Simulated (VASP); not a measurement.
# HfN (Fm-3m) in VASP: further runs

HfN is run at these levels: PBE; tasks: single point, relaxation of cell and atoms.

Everything below comes from runs of VASP 6.6.1. Logs are shortened: lines on timing, memory, paths and dates and some standing lists are left out, and cuts for length are marked.

**1. The cell of the first run**

Symmetry: Fm-3m, No. 225, cubic system. Conventional cell: a = 4.537 Å, b = 4.537 Å, c = 4.537 Å, α = 90.00°, β = 90.00°, γ = 90.00°. Hf (site symmetry m-3m) has 6 N at 2.27 Å within 3.0 Å. Within 3.0 Å of N (site symmetry m-3m) lie 6 Hf at 2.27 Å.

**2. Single point, PBE**

Input file INCAR:

```
PREC = Accurate ; ENCUT = 600
EDIFF = 1E-6 ; ISMEAR = -1
SIGMA = 0.15 ; LREAL = False
LASPH = True ; NELM = 120
ALGO = Normal ; ISIF = 2
LWAVE = False ; LCHARG = False
GGA = PE ; NBANDS = 14
GGA_COMPAT = False
```

Input file KPOINTS:

```
Automatic mesh
0
Gamma
  16 16 16
```

Input file POSCAR:

```
HfN
1.0
    0.0000000000      2.2686863592      2.2686863592
    2.2686863592      0.0000000000      2.2686863592
    2.2686863592      2.2686863592      0.0000000000
Hf N
1 1
Direct
    0.0000000000      0.0000000000      0.0000000000
    0.5000000000      0.5000000000      0.5000000000
```

Potentials or basis: VASP PAW PBE potentials, release 64 (Hf_pv, N).

On the command line:

```
cat potpaw_PBE.64/Hf_pv/POTCAR potpaw_PBE.64/N/POTCAR > POTCAR
mpirun -np 1 vasp_std > vasp.out
```

OUTCAR:

```text
PREC = Accurate
   ENCUT = 600
   EDIFF = 1E-6
   ISMEAR = -1
   LREAL = False
   LASPH = True
   NELM = 120
   ISIF = 2
   GGA = PE

 ion  position               nearest neighbor table
   1  0.000  0.000  0.000-   2 2.27   2 2.27   2 2.27   2 2.27   2 2.27   2 2.27
   2  0.500  0.500  0.500-   1 2.27   1 2.27   1 2.27   1 2.27   1 2.27   1 2.27

  LATTYP: Found a face centered cubic cell.
 ALAT       =     4.5373727184

  Lattice vectors:

 A1 = (   0.0000000000,   2.2686863592,   2.2686863592)
 A2 = (   2.2686863592,   0.0000000000,   2.2686863592)
 A3 = (   2.2686863592,   2.2686863592,   0.0000000000)

Analysis of symmetry for initial positions (statically):
=====================================================================
 Subroutine PRICEL returns:
 Original cell was already a primitive cell.

 Routine SETGRP: Setting up the symmetry group for a
 face centered cubic supercell.

 Subroutine GETGRP returns: Found 48 space group operations
 (whereof 48 operations were pure point group operations)
 out of a pool of 48 trial point group operations.

The static configuration has the point symmetry O_h .

Analysis of symmetry for dynamics (positions and initial velocities):
=====================================================================
 Subroutine PRICEL returns:
 Original cell was already a primitive cell.

 Routine SETGRP: Setting up the symmetry group for a
 face centered cubic supercell.

 Subroutine GETGRP returns: Found 48 space group operations
 (whereof 48 operations were pure point group operations)
 out of a pool of 48 trial point group operations.

The dynamic configuration has the point symmetry O_h .

 Subroutine INISYM returns: Found 48 space group operations
 (whereof 48 operations are pure point group operations),
 and found     1 'primitive' translations

----------------------------------------------------------------------------------------

                                     Primitive cell

  volume of cell :      23.3536

  direct lattice vectors                    reciprocal lattice vectors
     0.000000000  2.268686359  2.268686359    -0.220391857  0.220391857  0.220391857
     2.268686359  0.000000000  2.268686359     0.220391857 -0.220391857  0.220391857
     2.268686359  2.268686359  0.000000000     0.220391857  0.220391857 -0.220391857

  length of vectors
     3.208407018  3.208407018  3.208407018     0.381729894  0.381729894  0.381729894

  position of ions in fractional coordinates (direct lattice)
     0.000000000  0.000000000  0.000000000
     0.500000000  0.500000000  0.500000000

  ion indices of the primitive-cell ions
   primitive index   ion index
                 1           1
                 2           2

----------------------------------------------------------------------------------------

 KPOINTS: Automatic mesh

Automatic generation of k-mesh.
 Grid dimensions read from file:
 generate k-points for:   16   16   16

 Generating k-lattice:

  Cartesian coordinates                     Fractional coordinates (reciprocal lattice)
    -0.013774491  0.013774491  0.013774491     0.062500000  0.000000000  0.000000000
     0.013774491 -0.013774491  0.013774491     0.000000000  0.062500000  0.000000000
     0.013774491  0.013774491 -0.013774491     0.000000000  0.000000000  0.062500000

  Length of vectors
     0.023858118  0.023858118  0.023858118

  Shift w.r.t. Gamma in fractional coordinates (k-lattice)
     0.000000000  0.000000000  0.000000000

 Subroutine IBZKPT returns following result:
 ===========================================

 Found    145 irreducible k-points:

 Following reciprocal coordinates:
            Coordinates               Weight
  0.000000  0.000000  0.000000      1.000000
  0.062500  0.000000  0.000000      8.000000
  0.125000  0.000000  0.000000      8.000000
  0.187500  0.000000  0.000000      8.000000
  0.250000  0.000000  0.000000      8.000000
  0.312500  0.000000  0.000000      8.000000
[... 16 lines left out ...]
 -0.125000  0.062500  0.000000     24.000000
 -0.062500  0.062500  0.000000     12.000000
 [... further k-points ...]
   k-points           NKPTS =    145   k-points in BZ     NKDIM =    145   number of bands    NBANDS=     14
   number of dos      NEDOS =    301   number of ions     NIONS =      2
   total plane-waves  NPLWV =  21952
   dimension x,y,z NGX =    28 NGY =   28 NGZ =   28
   dimension x,y,z NGXF=    56 NGYF=   56 NGZF=   56
   ions per type =               1   1
   NGX,Y,Z   is equivalent  to a cutoff of  14.51, 14.51, 14.51 a.u.
   NGXF,Y,Z  is equivalent  to a cutoff of  29.02, 29.02, 29.02 a.u.
 SYSTEM =  unknown system
   PREC   = accura    normal or accurate (medium, high low for compatibility)
   ISTART =      0    job   : 0-new  1-cont  2-samecut
   ICHARG =      2    charge: 1-file 2-atom 10-const
   ISPIN  =      1    spin polarized calculation?
   LNONCOLLINEAR =      F non collinear calculations
   LSORBIT =      F    spin-orbit coupling
   LASPH  =      T    aspherical Exc in radial PAW
   ENCUT  =  600.0 eV  44.10 Ry    6.64 a.u.   6.41  6.41  6.41*2*pi/ulx,y,z
   NELM   =    120;   NELMIN=  2; NELMDL= -5     # of ELM steps
   EDIFF  = 0.1E-05   stopping-criterion for ELM
   LREAL  =      F    real-space projection
   EDIFFG = 0.1E-04   stopping-criterion for IOM
   NSW    =      0    number of steps for IOM
   IBRION =     -1    ionic relax: 0-MD 1-quasi-New 2-CG
   NFREE  =      0    steps in history (QN), initial steepest desc. (CG)
   ISIF   =      2    stress and relaxation
   ISYM   =      2    0-nonsym 1-usesym 2-fastsym
   POTIM  = 0.5000    time-step for ionic-motion
   TEBEG  =    0.0;   TEEND  =   0.0 temperature during run
   PSTRESS=    0.0 pullay stress
   NELECT =      15.0000    total number of electrons
   NUPDOWN=      -1.0000    fix difference up-down
   EMIN   =  10.00;   EMAX   =-10.00  energy-range for DOS
   EFERMI =   0.00;   METHOD = LEGACY
   ISMEAR =    -1;   SIGMA  =   0.15  broadening in eV -4-tet -1-fermi 0-gaus
   EFERMI_NEDOS =   21; number of points for ismear=-14 and -15
   IALGO  =     38    algorithm
   IMIX   =      4    mixing-type and parameters
     AMIX     =   0.40;   BMIX     =  1.00
     AMIX_MAG =   1.60;   BMIX_MAG =  1.00
  volume/ion in A,a.u.               =      11.68        78.80
  Fermi-wavevector in a.u.,A,eV,Ry     =   1.412497  2.669232 27.145624  1.995147
  Thomas-Fermi vector in A             =   2.534239
   LORBIT       =      0    0 simple, 1 ext, 2 COOP (PROOUT), +10 PAW based schemes
   GGA     = PE    functional components
   LHFCALC =     F    Hartree Fock is set to
   AEXX    =    0.0000 exact exchange contribution
   IVDW    =     0    specifies the selected vdW correction
   LEPSILON=     F    determine dielectric tensor
   LRPA    =     F    only Hartree local field effects (RPA)
 non-spin polarized calculation
  energy-cutoff  :      600.00
  volume of cell :       23.35
 maximum number of plane-waves:       794
 NGX is ok and might be reduce to    28
   NGX = 13   NGY = 13   NGZ = 13

 number of electron      15.0000001 magnetization

 Free energy of the ion-electron system (eV)
  ---------------------------------------------------
  ext. energy  EPLUGINS =         0.00000000
  ---------------------------------------------------
  free energy    TOTEN  =       -21.78237142 eV

  energy without entropy =      -21.73822803  energy(sigma->0) =      -21.76029973

 E-fermi :   8.2744     XC(G=0): -12.6650

 val. band max:        8.2716188153   @ k =  -0.1250   0.0625   0.0000
 cond. band min:       8.2757871473   @ k =   0.3750   0.1250   0.0000
 fundamental gap:      0.0041683320
 Fermi energy:         8.2743711623

 k-point     1 :       0.0000    0.0000    0.0000
  band No.  band energies     occupation
      1     -22.9303      2.00000
      2     -22.9303      2.00000
      3     -22.9303      2.00000
      4      -9.1645      2.00000
      5       5.2574      2.00000
      6       5.2574      2.00000
      7       5.2574      2.00000
      8       7.9320      1.81482
      9       7.9320      1.81482
     10       7.9320      1.81482
     11       9.9454      0.00003
     12      10.2094      0.00000
     13      10.2094      0.00000
     14      17.8042      0.00000

 k-point     2 :       0.0625    0.0000    0.0000
  band No.  band energies     occupation
      1     -22.9685      2.00000
      2     -22.9335      2.00000
      3     -22.9335      2.00000
      4      -9.0767      2.00000
      5       4.8530      2.00000
      6       5.0271      2.00000
      7       5.0271      2.00000
      8       8.0405      1.65238
      9       8.0646      1.60384
     10       8.0646      1.60384
     11      10.2403      0.00000
     12      10.5081      0.00000
     13      10.5081      0.00000
     14      18.1071      0.00000

 k-point     3 :       0.1250    0.0000    0.0000
  band No.  band energies     occupation
      1     -23.0755      2.00000
      2     -22.9426      2.00000
      3     -22.9426      2.00000
      4      -8.8240      2.00000
      5       3.9485      2.00000
      6       4.4916      2.00000
      7       4.4916      2.00000
      8       8.2259      1.16012
      9       8.4139      0.56569
     10       8.4139      0.56569
     11      10.9869      0.00000
     12      11.2869      0.00000
     13      11.2869      0.00000
     14      18.9478      0.00000
[... 324 lines left out ...]
 k-point    23 :      -0.1250    0.0625    0.0000
  band No.  band energies     occupation
      1     -23.1376      2.00000
      2     -22.9753      2.00000
      3     -22.9378      2.00000
      4      -8.6443      2.00000
      5       3.3606      2.00000
      6       4.0320      2.00000
      7       4.4608      2.00000
      8       8.2716      1.00917
      9       8.3894      0.63444
     10       9.0944      0.00841
     11      10.6980      0.00000
     12      11.9555      0.00000
     13      12.2299      0.00000
     14      19.5389      0.00000

 k-point    24 :      -0.0625    0.0625    0.0000
  band No.  band energies     occupation
      1     -23.0214      2.00000
      2     -22.9532      2.00000
      3     -22.9322      2.00000
      4      -8.9358      2.00000
      5       4.2473      2.00000
      6       4.6078      2.00000
      7       4.9142      2.00000
      8       8.0912      1.54442
      9       8.1037      1.51455
     10       8.5328      0.30296
     11      10.2532      0.00000
     12      11.0329      0.00000
     13      11.2246      0.00000
     14      18.5872      0.00000

 [... further k-points ...]

------------------------ aborting loop because EDIFF is reached ----------------------------------------

  FORCE on cell =-STRESS in cart. coord.  units (eV):
  Direction    XX          YY          ZZ          XY          YZ          ZX
  --------------------------------------------------------------------------------------
  -------------------------------------------------------------------------------------
  Total       -0.0681199     -0.0681199     -0.0681199      0.0000000     -0.0000000      0.0000000
  in kB       -4.6733806     -4.6733806     -4.6733806      0.0000000     -0.0000000      0.0000000
  external PRESSURE =      -4.6733806 kB  Pullay stress =       0.0000000 kB

 VOLUME and BASIS-vectors are now :
 -----------------------------------------------------------------------------
  energy-cutoff  :      600.00
  volume of cell :       23.35
      direct lattice vectors                 reciprocal lattice vectors
     0.000000000  2.268686359  2.268686359    -0.220391857  0.220391857  0.220391857
     2.268686359  0.000000000  2.268686359     0.220391857 -0.220391857  0.220391857
     2.268686359  2.268686359  0.000000000     0.220391857  0.220391857 -0.220391857

 POSITION                                       TOTAL-FORCE (eV/Angst)
 -----------------------------------------------------------------------------------
      0.00000      0.00000      0.00000         0.000000      0.000000      0.000000
      2.26869      2.26869      2.26869        -0.000000     -0.000000     -0.000000
 -----------------------------------------------------------------------------------
    total drift:                                0.000000      0.000000      0.000000

  FREE ENERGIE OF THE ION-ELECTRON SYSTEM (eV)
  ---------------------------------------------------
  free  energy   TOTEN  =       -21.7823714212 eV

  energy  without entropy=      -21.7382280315  energy(sigma->0) =      -21.76029973
```

Wall time 85 s (1 thread of Intel Xeon 8259CL, shared host); peak memory 0.21 GiB.

What came out:

- Free energy: -21.7824 eV
- Pressure: -0.5 GPa
- Band gap on the k mesh: zero (an odd number of electrons rules out a gap without spin polarisation)

Caveat: spin-orbit coupling is left out, which moves the levels of the heavy elements; an odd number of electrons without spin polarisation forces a metal; a magnetic or distorted state may lie lower.

**3. Relaxation of cell and atoms, PBE, target pressure 2 GPa, at which the enthalpy is minimised**

This run uses another cell than the first one, of 11.76 Å³/atom.

Input file INCAR:

```
PREC = Accurate
ENCUT = 600
EDIFF = 1E-7
ISMEAR = -1
SIGMA = 0.15
LREAL = F
LASPH = T
NELM = 120
ALGO = Normal
ISIF = 3
LWAVE = F
LCHARG = F
GGA = PE
IBRION = 2
NSW = 80
EDIFFG = -0.001
PSTRESS = 20.0
GGA_COMPAT = F
NELMIN = 4
```

KPOINTS is that of step 2.

Input file POSCAR:

```
HfN
1.0
    0.0000000000      2.2743602385      2.2743602385
    2.2743602385      0.0000000000      2.2743602385
    2.2743602385      2.2743602385      0.0000000000
Hf N
1 1
Direct
    0.0000000000      0.0000000000      0.0000000000
    0.5000000000      0.5000000000      0.5000000000
```

Potentials or basis: VASP PAW PBE potentials, release 64 (Hf_pv, N).

On the command line:

```
cat potpaw_PBE.64/Hf_pv/POTCAR potpaw_PBE.64/N/POTCAR > POTCAR
mpirun -np 1 vasp_std > vasp.out
```

OUTCAR:

```text
PREC = Accurate
   ENCUT = 600
   EDIFF = 1E-7
   ISMEAR = -1
   LREAL = F
   LASPH = T
   NELM = 120
   ISIF = 3
   GGA = PE
   IBRION = 2
   NSW = 80
   EDIFFG = -0.001
   PSTRESS = 20.0
   NELMIN = 4

 ion  position               nearest neighbor table
   1  0.000  0.000  0.000-   2 2.27   2 2.27   2 2.27   2 2.27   2 2.27   2 2.27
   2  0.500  0.500  0.500-   1 2.27   1 2.27   1 2.27   1 2.27   1 2.27   1 2.27

  LATTYP: Found a face centered cubic cell.
 ALAT       =     4.5487204770

  Lattice vectors:

 A1 = (   0.0000000000,   2.2743602385,   2.2743602385)
 A2 = (   2.2743602385,   0.0000000000,   2.2743602385)
 A3 = (   2.2743602385,   2.2743602385,   0.0000000000)

Analysis of symmetry for initial positions (statically):
=====================================================================
[... 381 lines left out ...]
  band No.  band energies     occupation
      1     -22.8139      2.00000
      2     -22.8139      2.00000
      3     -22.8139      2.00000
      4      -9.1378      2.00000
      5       5.3270      2.00000
      6       5.3270      2.00000
      7       5.3270      2.00000
      8       8.0079      1.82098
      9       8.0079      1.82098
     10       8.0079      1.82098
     11      10.1118      0.00002
[... 309 lines left out ...]
 k-point    24 :      -0.0625    0.0625    0.0000
  band No.  band energies     occupation
      1     -22.9085      2.00000
      2     -22.8377      2.00000
      3     -22.8158      2.00000
      4      -8.9046      2.00000
      5       4.3119      2.00000
      6       4.6686      2.00000
      7       4.9798      2.00000
      8       8.1693      1.55238
      9       8.1813      1.52392
     10       8.6172      0.29805
     11      10.3862      0.00000

 [... further k-points ...]

------------------------ aborting loop because EDIFF is reached ----------------------------------------

  FORCE on cell =-STRESS in cart. coord.  units (eV):
  Direction    XX          YY          ZZ          XY          YZ          ZX
  --------------------------------------------------------------------------------------
  -------------------------------------------------------------------------------------
  Total        0.2901601      0.2901601      0.2901601      0.0000000     -0.0000000     -0.0000000
  in kB       20.0877477     20.0877477     20.0877477      0.0000000     -0.0000000     -0.0000000
  external PRESSURE =       0.0877477 kB  Pullay stress =      20.0000000 kB
[... 21 lines left out ...]
  energy  without entropy=      -21.7379623831  energy(sigma->0) =      -21.75979048

  enthalpy is  TOTEN    =       -21.4927259298 eV   P V=        0.2888926389

 reached required accuracy - stopping structural energy minimisation
```

OSZICAR:

```text
N       E                     dE             d eps       ncg     rms          rms(c)
DAV:   1     0.424526371360E+02    0.42453E+02   -0.89028E+03  3190   0.143E+03
[... 47 lines left out ...]
DAV:   6    -0.217817158751E+02    0.30122E-07   -0.57173E-09  1706   0.869E-04
   5 F= -.21492724E+02 E0= -.21470886E+02  d E =0.158345E-05
       N       E                     dE             d eps       ncg     rms          rms(c)
DAV:   1    -0.217816243836E+02    0.91522E-04   -0.16887E-04  3214   0.133E-01    0.424E-02
DAV:   2    -0.217816197909E+02    0.45927E-05   -0.77933E-06  3310   0.272E-02    0.194E-02
DAV:   3    -0.217816185175E+02    0.12734E-05   -0.29254E-06  3555   0.167E-02    0.122E-02
DAV:   4    -0.217816185688E+02   -0.51316E-07   -0.16499E-07  3010   0.440E-03
   6 F= -.21492726E+02 E0= -.21470898E+02  d E =-.635632E-06
```

It took 4.8 min on 1 thread of Intel Xeon 8259CL, shared host; peak memory 0.21 GiB.

What came out:

```yaml
Free_energy: -21.7816 eV
Relaxed_volume: 11.57 Å³/atom
Relaxed_cell: a = 3.199 Å, b = 3.199 Å, c = 3.199 Å, α = 60.00°, β = 60.00°, γ = 60.00°
Space_group_after_relaxing_to_0.1_Å: Fm-3m (No. 225)
Energy_change_on_relaxing_the_run_minimises_the_enthalpy: -0.3 meV/atom
Ionic_steps: 6
Pressure_after_relaxing: 2.0 GPa
Band_gap_on_the_k_mesh: zero (an odd number of electrons rules out a gap without spin polarisation)
```

Step by step:
```
step  energy change (eV)  largest force (eV/Å)  pressure (GPa)  volume (Å³)
   1              0.0000                0.0000           -2.43        23.53
   2              0.0279                0.0000           11.22        22.44
   3             -0.0007                0.0000            1.96        23.15
   4             -0.0006                0.0000            2.06        23.14
   5             -0.0007                0.0000            1.91        23.15
   6             -0.0006                0.0000            2.01        23.14
```

Final structure:
```yaml
crystal:
  lattice:
    - [0.00000, 2.26184, 2.26184]
    - [2.26184, 0.00000, 2.26184]
    - [2.26184, 2.26184, 0.00000]
  atoms:
    - { symbol: Hf, position: [0.00000, 0.00000, 0.00000] }
    - { symbol: N, position: [0.50000, 0.50000, 0.50000] }
```

Levels at points of the mesh, in eV from the Fermi level:
| k point | band 4 | band 5 | band 6 | band 7 | band 8 | band 9 | band 10 | band 11 |
| --- | --- | --- | --- | --- | --- | --- | --- | --- |
| (0.00, 0.00, 0.00) | -17.49 | -3.03 | -3.03 | -3.03 | -0.35 | -0.35 | -0.35 | 1.76 |
| (0.50, 0.00, 0.00) | -14.79 | -8.87 | -6.17 | -6.17 | 3.26 | 3.68 | 3.68 | 4.40 |
| (0.50, 0.50, 0.00) | -16.40 | -5.42 | -3.80 | -3.70 | -3.70 | 4.08 | 5.49 | 5.54 |

Caveat: the cell is relaxed towards a set pressure, so the run minimises the enthalpy, not the energy; spin-orbit coupling is left out, which moves the levels of the heavy elements; an odd number of electrons without spin polarisation forces a metal; a magnetic or distorted state may lie lower.
